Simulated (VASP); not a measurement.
# Ga3S2 (Pm-3m) in VASP: further runs, part 2 of 2

VASP 6.6.1. Earlier steps stand in the parts before.

## Step 6: Relaxation of cell and atoms, PBE

INCAR reads:

```
SYSTEM = Ga3S2
ALGO     = Normal         ! electronic algorithm
EDIFF    = 1E-6           ! SCF threshold, eV
EDIFFG   = -0.04          ! ionic threshold
ENCUT    = 600            ! plane-wave cutoff, eV
GGA      = PE             ! functional
IBRION   = 2              ! ionic algorithm
ISIF     = 3              ! what is computed and relaxed
ISMEAR   = 0              ! smearing method
LASPH    = .True.         ! aspherical terms in the spheres
LCHARG   = .False.        ! write CHGCAR
LREAL    = .False.        ! projectors in reciprocal space
LWAVE    = .False.        ! write WAVECAR
NELM     = 60             ! most SCF steps
NSW      = 90             ! ionic steps
PREC     = Accurate       ! precision mode
SIGMA    = 0.1            ! smearing width, eV
```

KPOINTS reads:

```
k-points
0
Gamma
  4 4 4
  0 0 0
```

POSCAR reads:

```
Ga3S2
1.0
    4.8231778600      0.0000000000      0.0000000000
    0.0000000000      4.8231778600      0.0000000000
    0.0000000000      0.0000000000      4.8231778600
Ga S
3 2
Direct
    0.0000000000      0.5000000000      0.5000000000
    0.5000000000      0.0000000000      0.5000000000
    0.5000000000      0.5000000000      0.0000000000
    0.5000000000      0.5000000000      0.5000000000
    0.0000000000      0.0000000000      0.0000000000
```

Potentials or basis: VASP PAW PBE potentials, release 64 (Ga_d, S).

Started as:

```console
$ cat potpaw_PBE.64/Ga_d/POTCAR potpaw_PBE.64/S/POTCAR > POTCAR
$ mpirun -np 1 vasp_std > vasp.out
```

OUTCAR:

```text
SYSTEM = Ga3S2
   EDIFF = 1E-6
   EDIFFG = -0.04
   ENCUT = 600
   GGA = PE
   IBRION = 2
   ISIF = 3
   ISMEAR = 0
   LASPH = .True.
   LREAL = .False.
   NELM = 60
   NSW = 90
   PREC = Accurate

 ion  position               nearest neighbor table
   1  0.000  0.500  0.500-   4 2.41   4 2.41
   2  0.500  0.000  0.500-   4 2.41   4 2.41
   3  0.500  0.500  0.000-   4 2.41   4 2.41
   4  0.500  0.500  0.500-   1 2.41   2 2.41   3 2.41   3 2.41   2 2.41   1 2.41
   5  0.000  0.000  0.000-

  LATTYP: Found a simple cubic cell.
 ALAT       =     4.8231778600

  Lattice vectors:

 A1 = (   4.8231778600,   0.0000000000,   0.0000000000)
[... 175 lines left out ...]
  Direction    XX          YY          ZZ          XY          YZ          ZX
  --------------------------------------------------------------------------------------
  -------------------------------------------------------------------------------------
  Total        2.1768853      2.1768853      2.1768853     -0.0000000     -0.0000000     -0.0000000
  in kB       31.0846731     31.0846731     31.0846731     -0.0000000     -0.0000000     -0.0000000
  external PRESSURE =      31.0846731 kB  Pullay stress =       0.0000000 kB
[... 65 lines left out ...]
--------------------------------------- Ionic step        3  -------------------------------------------

 number of electron      50.9999949 magnetization

 Free energy of the ion-electron system (eV)
  ---------------------------------------------------
  ext. energy  EPLUGINS =         0.00000000
  ---------------------------------------------------
  free energy    TOTEN  =       -15.76454379 eV

  energy without entropy =      -15.76026653  energy(sigma->0) =      -15.76240516

 E-fermi :   3.7223     XC(G=0):  -9.3635

 val. band max:        3.5127425621   @ k =   0.5000   0.2500   0.0000
 cond. band min:       3.8196210711   @ k =   0.5000   0.2500   0.2500
 fundamental gap:      0.3068785090
 Fermi energy:         3.7222810420

 k-point     1 :       0.0000    0.0000    0.0000
  band No.  band energies     occupation
      1     -12.5617      2.00000
      2     -11.5775      2.00000
      3     -11.5775      2.00000
      4     -11.5775      2.00000
      5     -11.5534      2.00000
      6     -11.5534      2.00000
[... 351 lines left out ...]
  FREE ENERGIE OF THE ION-ELECTRON SYSTEM (eV)
  ---------------------------------------------------
  free  energy   TOTEN  =       -15.7645437945 eV

  energy  without entropy=      -15.7602665285  energy(sigma->0) =      -15.76240516

 reached required accuracy - stopping structural energy minimisation
```

OSZICAR:

```text
N       E                     dE             d eps       ncg     rms          rms(c)
DAV:   1     0.420122504303E+03    0.42012E+03   -0.26325E+04   600   0.276E+03
DAV:   2     0.479204230100E+02   -0.37220E+03   -0.36442E+03   626   0.611E+02
DAV:   3    -0.118940381476E+02   -0.59814E+02   -0.57892E+02   690   0.170E+02
[... 27 lines left out ...]
DAV:   4    -0.157647575252E+02    0.15398E-02   -0.10040E-03   866   0.293E-01    0.183E-01
DAV:   5    -0.157646623075E+02    0.95218E-04   -0.15855E-04   716   0.795E-02    0.205E-01
DAV:   6    -0.157646029521E+02    0.59355E-04   -0.18336E-05   710   0.430E-02    0.523E-02
DAV:   7    -0.157645435076E+02    0.59445E-04   -0.86996E-05   756   0.108E-01    0.996E-02
DAV:   8    -0.157645437945E+02   -0.28683E-06   -0.50165E-06   572   0.120E-02
   3 F= -.15764544E+02 E0= -.15762405E+02  d E =-.746297E-01
```

CONTCAR:

```text
Ga3S2
   1.00000000000000
     4.9405656063585983   -0.0000000000000000   -0.0000000000000000
    -0.0000000000000000    4.9405656063585983    0.0000000000000000
    -0.0000000000000000   -0.0000000000000000    4.9405656063585983
  Ga              S
     3     2
Direct
     0.0000000000000000    0.5000000000000000    0.5000000000000000
     0.5000000000000000    0.0000000000000000    0.5000000000000000
     0.5000000000000000    0.5000000000000000    0.0000000000000000
     0.5000000000000000    0.5000000000000000    0.5000000000000000
     0.0000000000000000    0.0000000000000000    0.0000000000000000

  0.00000000E+00  0.00000000E+00  0.00000000E+00
  0.00000000E+00  0.00000000E+00  0.00000000E+00
  0.00000000E+00  0.00000000E+00  0.00000000E+00
  0.00000000E+00  0.00000000E+00  0.00000000E+00
  0.00000000E+00  0.00000000E+00  0.00000000E+00
```

Wall time 90 s (1 thread of Intel Xeon Platinum 8375C at 2.90GHz (Ice Lake), shared host); peak memory 0.24 GiB.

Results:

```
Free energy                            : -15.7645 eV
Relaxed volume                         : 24.12 Å³/atom
Relaxed cell                           : a = 4.941 Å, b = 4.941 Å, c = 4.941 Å, α = 90.00°, β = 90.00°, γ = 90.00°
Space group after relaxing (to 0.05 Å) : Pm-3m (No. 221)
Energy gained by relaxing              : 14.9 meV/atom
Ionic steps                            : 3
Pressure after relaxing                : -0.1 GPa
```

The path:
```tsv
step	energy change (eV)	largest force (eV/Å)	pressure (GPa)	volume (Å³)
1	0.0000	0.0000	3.11	112.20
2	-0.0737	0.0000	0.34	119.42
3	-0.0746	0.0000	-0.10	120.60
```

Final structure:
```cif
data_structure
_symmetry_space_group_name_H-M 'P 1'
_symmetry_Int_Tables_number 1
_cell_length_a 4.9406
_cell_length_b 4.9406
_cell_length_c 4.9406
_cell_angle_alpha 90.000
_cell_angle_beta 90.000
_cell_angle_gamma 90.000
_cell_volume 120.60
loop_
_atom_site_label
_atom_site_type_symbol
_atom_site_fract_x
_atom_site_fract_y
_atom_site_fract_z
_atom_site_occupancy
Ga1 Ga 0.00000 0.50000 0.50000 1
Ga2 Ga 0.50000 0.00000 0.50000 1
Ga3 Ga 0.50000 0.50000 0.00000 1
S1 S 0.50000 0.50000 0.50000 1
S2 S 0.00000 0.00000 0.00000 1
```

## Step 7: The runs side by side

| task | cell | k mesh | cutoff (eV) | gap on the mesh (eV) | pressure (GPa) |
| --- | --- | --- | --- | --- | --- |
| single point | a = 4.823 Å, 5 atoms | 4 × 4 × 4 | 520 | none | 3.1 |
| single point | a = 4.930 Å, 5 atoms | 4 × 4 × 4 | 520 | none | 0.2 |
| single point | a = 5.034 Å, 5 atoms | 8 × 8 × 8 | 520 | none | 0.1 |
| relaxation of cell and atoms | relaxed from a = 4.823 Å, 5 atoms | 4 × 4 × 4 | 600 | none | -0.1 |

Alike in all rows: level PBE; potentials or basis VASP PAW PBE potentials, release 64 (Ga_d, S); no spin polarisation; smearing gaussian 0.1 eV.

Absolute energies hang on the potentials; compare differences alone.
